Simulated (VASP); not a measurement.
# Re2Te: single point with PBE

Crystal: Re2Te.

```
Re Te
1.0
    -1.52735    1.52735    5.63378
     1.52735   -1.52735    5.63378
     1.52735    1.52735   -5.63378
Re Te
2 1
Direct
  0.68258 0.68258 0.00000
  0.31742 0.31742 0.00000
  0.00000 0.00000 0.00000
```

```json
{
  "Program": "VASP 6.6.1",
  "Task": "single point",
  "Functional": "PBE",
  "Potentials or basis": "VASP PAW PBE potentials, release 64 (Re, Te)",
  "Cutoff": "520 eV",
  "k mesh": "22 × 22 × 22",
  "Occupations": "gaussian, width 0.1 eV",
  "Spin": "no spin polarisation",
  "Dipole correction": "no",
  "Further INCAR settings": "ALGO = Fast; EDIFF = 1e-06; NBANDS = 17"
}
```

The pressure is -0.4 GPa and the largest force is 0.094 eV/Å. The band gap on the k mesh is zero (bands 10 and 11 overlap by 1.69 eV).

Forces in eV/Å, atoms in the order of the input:
```
Re   0.000  0.000  0.094
Re   0.000  0.000 -0.094
Te   0.000  0.000  0.000
```

Levels at points of the mesh, in eV from the Fermi level:
| k point | band 8 | band 9 | band 10 | band 11 | band 12 | band 13 |
| --- | --- | --- | --- | --- | --- | --- |
| (0.00, 0.00, 0.00) | -1.70 | -1.22 | -1.22 | -0.82 | 0.95 | 2.41 |
| (0.50, 0.00, 0.00) | -1.69 | -1.07 | 0.16 | 1.39 | 1.78 | 2.07 |
| (0.50, 0.50, 0.00) | -1.68 | -1.25 | 0.11 | 1.33 | 1.94 | 2.06 |
| (0.50, 0.50, 0.50) | -1.56 | -0.83 | 0.80 | 0.80 | 1.65 | 1.65 |

Run time: 33 min on 1 thread of Intel(R) Xeon(R) Platinum 8488C (Sapphire Rapids), with other jobs on the host, peak memory 0.95 GiB.

Caveat: spin-orbit coupling is left out, which moves the levels of the heavy elements.
